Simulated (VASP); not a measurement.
# LiF (I4/mmm) in VASP: further runs

LiF is run at these levels: PBE; tasks: single point.

Everything below comes from runs of VASP 6.6.1. Logs are shortened: lines on timing, memory, paths and dates and some standing lists are left out, and cuts for length are marked.

### 1 The cell of the first run

The structure is tetragonal, space group I4/mmm (No. 139). Conventional cell: a = 2.919 Å, b = 2.919 Å, c = 4.229 Å, α = 90.00°, β = 90.00°, γ = 90.00°. Within 2.7 Å of Li (site symmetry 4/mmm) lie 6 F at 2.06 to 2.11 Å. F (site symmetry 4/mmm) has 6 Li at 2.06 to 2.11 Å within 2.7 Å.

### 2 Single point, PBE (strain +0.025 along x and y, +0.050 along z)

INCAR

```
ALGO = Normal ; EDIFF = 1E-6
ENCUT = 520 ; GGA = PE
ISIF = 2 ; ISMEAR = 0
LASPH = T ; LCHARG = F
LREAL = F ; LWAVE = F
NBANDS = 12 ; NELM = 100
PREC = Accurate ; SIGMA = 0.05
```

KPOINTS

```
k-points
0
Gamma
  10 10 10
```

POSCAR

```
LiF
1.0
    0.0000000000      2.0643500000      2.1147000000
    2.0643500000      0.0000000000      2.1147000000
    2.0643500000      2.0643500000      0.0000000000
Li F
1 1
Direct
    0.0000000000      0.0000000000      0.0000000000
    0.5000000000      0.5000000000      0.5000000000
```

Potentials or basis: VASP PAW PBE potentials, release 64 (Li_sv, F).

Command:

```bash
$ cat potpaw_PBE.64/Li_sv/POTCAR potpaw_PBE.64/F/POTCAR > POTCAR
$ mpirun -np 1 vasp_std > vasp.out
```

OUTCAR:

```text
EDIFF = 1E-6
   ENCUT = 520
   GGA = PE
   ISIF = 2
   ISMEAR = 0
   LASPH = T
   LREAL = F
   NELM = 100
   PREC = Accurate

 ion  position               nearest neighbor table
   1  0.000  0.000  0.000-   2 2.06   2 2.06   2 2.06   2 2.06   2 2.11   2 2.11
   2  0.500  0.500  0.500-   1 2.06   1 2.06   1 2.06   1 2.06   1 2.11   1 2.11

  LATTYP: Found a body centered tetragonal cell.
 ALAT       =     2.9194317675
 C/A-ratio  =     1.4487065761

  Lattice vectors:

 A1 = (  -2.0643500000,   0.0000000000,   2.1147000000)
 A2 = (   2.0643500000,   0.0000000000,   2.1147000000)
 A3 = (   0.0000000000,   2.0643500000,  -2.1147000000)

Analysis of symmetry for initial positions (statically):
=====================================================================
 Subroutine PRICEL returns:
 Original cell was already a primitive cell.

 Routine SETGRP: Setting up the symmetry group for a
 body centered tetragonal supercell.

 Subroutine GETGRP returns: Found 16 space group operations
 (whereof 16 operations were pure point group operations)
 out of a pool of 16 trial point group operations.

The static configuration has the point symmetry D_4h.

Analysis of symmetry for dynamics (positions and initial velocities):
=====================================================================
 Subroutine PRICEL returns:
 Original cell was already a primitive cell.

 Routine SETGRP: Setting up the symmetry group for a
 body centered tetragonal supercell.

 Subroutine GETGRP returns: Found 16 space group operations
 (whereof 16 operations were pure point group operations)
 out of a pool of 16 trial point group operations.

The dynamic configuration has the point symmetry D_4h.

 Subroutine INISYM returns: Found 16 space group operations
 (whereof 16 operations are pure point group operations),
 and found     1 'primitive' translations

----------------------------------------------------------------------------------------

                                     Primitive cell

  volume of cell :      18.0238

  direct lattice vectors                    reciprocal lattice vectors
     0.000000000  2.064350000  2.114700000    -0.242206990  0.242206990  0.236440157
     2.064350000  0.000000000  2.114700000     0.242206990 -0.242206990  0.236440157
     2.064350000  2.064350000  0.000000000     0.242206990  0.242206990 -0.236440157

  length of vectors
     2.955249061  2.955249061  2.919431767     0.416211965  0.416211965  0.416211965

  position of ions in fractional coordinates (direct lattice)
     0.000000000  0.000000000  0.000000000
     0.500000000  0.500000000  0.500000000

  ion indices of the primitive-cell ions
   primitive index   ion index
                 1           1
                 2           2

----------------------------------------------------------------------------------------

 KPOINTS: k-points

Automatic generation of k-mesh.
 Grid dimensions read from file:
 generate k-points for:   10   10   10

 Generating k-lattice:

  Cartesian coordinates                     Fractional coordinates (reciprocal lattice)
    -0.024220699  0.024220699  0.023644016     0.100000000 -0.000000000  0.000000000
     0.024220699 -0.024220699  0.023644016    -0.000000000  0.100000000  0.000000000
     0.024220699  0.024220699 -0.023644016     0.000000000  0.000000000  0.100000000

  Length of vectors
     0.041621197  0.041621197  0.041621197

  Shift w.r.t. Gamma in fractional coordinates (k-lattice)
     0.000000000  0.000000000  0.000000000

 Subroutine IBZKPT returns following result:
 ===========================================

 Found    102 irreducible k-points:

 Following reciprocal coordinates:
            Coordinates               Weight
  0.000000  0.000000  0.000000      1.000000
  0.100000 -0.000000  0.000000      8.000000
  0.200000 -0.000000  0.000000      8.000000
  0.300000 -0.000000  0.000000      8.000000
  0.400000 -0.000000  0.000000      8.000000
  0.500000  0.000000  0.000000      4.000000
[... 16 lines left out ...]
  0.300000  0.300000  0.000000      2.000000
  0.400000  0.300000  0.000000      8.000000
 [... further k-points ...]
   k-points           NKPTS =    102   k-points in BZ     NKDIM =    102   number of bands    NBANDS=     12
   number of dos      NEDOS =    301   number of ions     NIONS =      2
   total plane-waves  NPLWV =  13824
   dimension x,y,z NGX =    24 NGY =   24 NGZ =   24
   dimension x,y,z NGXF=    48 NGYF=   48 NGZF=   48
   ions per type =               1   1
   NGX,Y,Z   is equivalent  to a cutoff of  13.50, 13.50, 13.67 a.u.
   NGXF,Y,Z  is equivalent  to a cutoff of  27.00, 27.00, 27.33 a.u.
 SYSTEM =  unknown system
   PREC   = accura    normal or accurate (medium, high low for compatibility)
   ISTART =      0    job   : 0-new  1-cont  2-samecut
   ICHARG =      2    charge: 1-file 2-atom 10-const
   ISPIN  =      1    spin polarized calculation?
   LNONCOLLINEAR =      F non collinear calculations
   LSORBIT =      F    spin-orbit coupling
   LASPH  =      T    aspherical Exc in radial PAW
   ENCUT  =  520.0 eV  38.22 Ry    6.18 a.u.   5.49  5.49  5.43*2*pi/ulx,y,z
   NELM   =    100;   NELMIN=  2; NELMDL= -5     # of ELM steps
   EDIFF  = 0.1E-05   stopping-criterion for ELM
   LREAL  =      F    real-space projection
   EDIFFG = 0.1E-04   stopping-criterion for IOM
   NSW    =      0    number of steps for IOM
   IBRION =     -1    ionic relax: 0-MD 1-quasi-New 2-CG
   NFREE  =      0    steps in history (QN), initial steepest desc. (CG)
   ISIF   =      2    stress and relaxation
   ISYM   =      2    0-nonsym 1-usesym 2-fastsym
   POTIM  = 0.5000    time-step for ionic-motion
   TEBEG  =    0.0;   TEEND  =   0.0 temperature during run
   PSTRESS=    0.0 pullay stress
   NELECT =      10.0000    total number of electrons
   NUPDOWN=      -1.0000    fix difference up-down
   EMIN   =  10.00;   EMAX   =-10.00  energy-range for DOS
   EFERMI =   0.00;   METHOD = LEGACY
   ISMEAR =     0;   SIGMA  =   0.05  broadening in eV -4-tet -1-fermi 0-gaus
   EFERMI_NEDOS =   21; number of points for ismear=-14 and -15
   IALGO  =     38    algorithm
   IMIX   =      4    mixing-type and parameters
     AMIX     =   0.40;   BMIX     =  1.00
     AMIX_MAG =   1.60;   BMIX_MAG =  1.00
  volume/ion in A,a.u.               =       9.01        60.82
  Fermi-wavevector in a.u.,A,eV,Ry     =   1.345219  2.542095 24.621299  1.809614
  Thomas-Fermi vector in A             =   2.473150
   LORBIT       =      0    0 simple, 1 ext, 2 COOP (PROOUT), +10 PAW based schemes
   GGA     = PE    functional components
   LHFCALC =     F    Hartree Fock is set to
   AEXX    =    0.0000 exact exchange contribution
   IVDW    =     0    specifies the selected vdW correction
   LEPSILON=     F    determine dielectric tensor
   LRPA    =     F    only Hartree local field effects (RPA)
 non-spin polarized calculation
 Gauss-broadening in eV      SIGMA  =   0.05
  energy-cutoff  :      520.00
  volume of cell :       18.02
 maximum number of plane-waves:       515
 NGX is ok and might be reduce to    24
   NGX = 11   NGY = 11   NGZ = 11

 number of electron      10.0000012 magnetization

 Free energy of the ion-electron system (eV)
  ---------------------------------------------------
  ext. energy  EPLUGINS =         0.00000000
  ---------------------------------------------------
  free energy    TOTEN  =        -9.62451022 eV

  energy without entropy =       -9.62451022  energy(sigma->0) =       -9.62451022

 E-fermi :  -1.2629     XC(G=0):  -9.5126

 val. band max:       -1.5424703499   @ k =   0.0000   0.0000   0.0000
 cond. band min:       6.6909954156   @ k =   0.0000   0.0000   0.0000
 fundamental gap:      8.2334657655
 Fermi energy:        -1.2628914302

 k-point     1 :       0.0000    0.0000    0.0000
  band No.  band energies     occupation
      1     -42.7387      2.00000
      2     -21.2960      2.00000
      3      -1.5921      2.00000
      4      -1.5921      2.00000
      5      -1.5425      2.00000
      6       6.6910      0.00000
      7      20.7939      0.00000
      8      21.2889      0.00000
      9      21.2889      0.00000
     10      21.6676      0.00000
     11      21.8598      0.00000
     12      21.8598      0.00000

 k-point     2 :       0.1000   -0.0000    0.0000
  band No.  band energies     occupation
      1     -42.7350      2.00000
      2     -21.2632      2.00000
      3      -1.8369      2.00000
      4      -1.6082      2.00000
      5      -1.5802      2.00000
      6       6.9827      0.00000
      7      18.7566      0.00000
      8      19.8793      0.00000
      9      20.2265      0.00000
     10      22.5625      0.00000
     11      22.7233      0.00000
     12      22.7682      0.00000

 k-point     3 :       0.2000   -0.0000    0.0000
  band No.  band energies     occupation
      1     -42.7254      2.00000
      2     -21.1755      2.00000
      3      -2.4519      2.00000
      4      -1.6493      2.00000
      5      -1.6418      2.00000
      6       7.6576      0.00000
      7      16.3849      0.00000
      8      18.4862      0.00000
      9      18.8752      0.00000
     10      23.4600      0.00000
     11      23.9773      0.00000
     12      24.0327      0.00000
[... 286 lines left out ...]
 k-point    23 :       0.3000    0.3000    0.0000
  band No.  band energies     occupation
      1     -42.7080      2.00000
      2     -20.9616      2.00000
      3      -3.2658      2.00000
      4      -2.1258      2.00000
      5      -2.1258      2.00000
      6       9.6883      0.00000
      7      15.9534      0.00000
      8      16.3363      0.00000
      9      18.0055      0.00000
     10      18.0056      0.00000
     11      30.4402      0.00000
     12      31.7553      0.00000

 k-point    24 :       0.4000    0.3000    0.0000
  band No.  band energies     occupation
      1     -42.7010      2.00000
      2     -20.8764      2.00000
      3      -3.6142      2.00000
      4      -2.3081      2.00000
      5      -2.2029      2.00000
      6      10.4846      0.00000
      7      14.7590      0.00000
      8      15.8260      0.00000
      9      17.7523      0.00000
     10      18.8211      0.00000
     11      30.0014      0.00000
     12      31.8189      0.00000

 [... further k-points ...]
[... 5 lines left out ...]
  --------------------------------------------------------------------------------------
  -------------------------------------------------------------------------------------
  Total       -0.4621962     -0.4621962     -0.5581960      0.0000000      0.0000000      0.0000000
  in kB      -41.0857821    -41.0857821    -49.6194455      0.0000000      0.0000000      0.0000000
  external PRESSURE =     -43.9303365 kB  Pullay stress =       0.0000000 kB

 VOLUME and BASIS-vectors are now :
 -----------------------------------------------------------------------------
  energy-cutoff  :      520.00
  volume of cell :       18.02
      direct lattice vectors                 reciprocal lattice vectors
     0.000000000  2.064350000  2.114700000    -0.242206990  0.242206990  0.236440157
     2.064350000  0.000000000  2.114700000     0.242206990 -0.242206990  0.236440157
     2.064350000  2.064350000  0.000000000     0.242206990  0.242206990 -0.236440157

 POSITION                                       TOTAL-FORCE (eV/Angst)
 -----------------------------------------------------------------------------------
      0.00000      0.00000      0.00000         0.000000     -0.000000      0.000000
      2.06435      2.06435      2.11470        -0.000000      0.000000      0.000000
 -----------------------------------------------------------------------------------
    total drift:                               -0.000000     -0.000000      0.000000

  FREE ENERGIE OF THE ION-ELECTRON SYSTEM (eV)
  ---------------------------------------------------
  free  energy   TOTEN  =        -9.6245102171 eV

  energy  without entropy=       -9.6245102171  energy(sigma->0) =       -9.62451022
```

It took 6.6 s on 1 thread of Intel Xeon 6975P-C (Granite Rapids), shared host; peak memory 0.14 GiB.

Results:

```
Free energy            : -9.6245 eV
Band gap on the k mesh : 8.23 eV, direct
```

Caveat: the cell differs from its parent crystal (strain +0.025 along x and y, +0.050 along z); the cutoff is under 1.25 times the usual one of these potentials, so pressure, stress and relaxed cells hold a basis-set (Pulay) error.

### 3 Single point, PBE (strain +0.050 along x and y, +0.025 along z)

INCAR

```
PREC = Accurate
ENCUT = 520
EDIFF = 1E-6
ISMEAR = 0
SIGMA = 0.05
LREAL = F
LASPH = T
NELM = 80
ALGO = Normal
ISIF = 2
LWAVE = F
LCHARG = F
GGA = PE
NBANDS = 12
```

KPOINTS

```
Automatic mesh
0
Gamma
  10 10 10
```

POSCAR

```
LiF
1.0
    0.0000000000      2.1147000000      2.0643500000
    2.1147000000      0.0000000000      2.0643500000
    2.1147000000      2.1147000000      0.0000000000
Li F
1 1
Direct
    0.0000000000      0.0000000000      0.0000000000
    0.5000000000      0.5000000000      0.5000000000
```

Potentials or basis: VASP PAW PBE potentials, release 64 (Li_sv, F).

Command:

```bash
$ cat potpaw_PBE.64/Li_sv/POTCAR potpaw_PBE.64/F/POTCAR > POTCAR
$ mpirun -np 1 vasp_std > vasp.out
```

It took 6.7 s on 1 thread of Intel Xeon 6975P-C (Granite Rapids), shared host; peak memory 0.14 GiB.

Results (log left out):

```yaml
Free_energy: -9.6121 eV
Band_gap_on_the_k_mesh: 8.06 eV, direct
```

Levels at points of the mesh, in eV from the valence-band top:
```tsv
k point	band 3	band 4	band 5	band 6	band 7	band 8
(0.00, 0.00, 0.00)	-0.06	0.00	0.00	8.06	22.21	22.21
(0.50, 0.00, 0.00)	-2.19	-0.23	-0.19	10.13	15.33	17.71
(0.50, 0.50, 0.00)	-2.53	-0.89	-0.89	13.97	15.67	16.07
(0.50, 0.00, 0.50)	-2.54	-0.90	-0.76	13.56	15.97	15.99
```

Caveat: the cell differs from its parent crystal (strain +0.050 along x and y, +0.025 along z); the cutoff is under 1.25 times the usual one of these potentials, so pressure, stress and relaxed cells hold a basis-set (Pulay) error. A k mesh can miss the band edges.
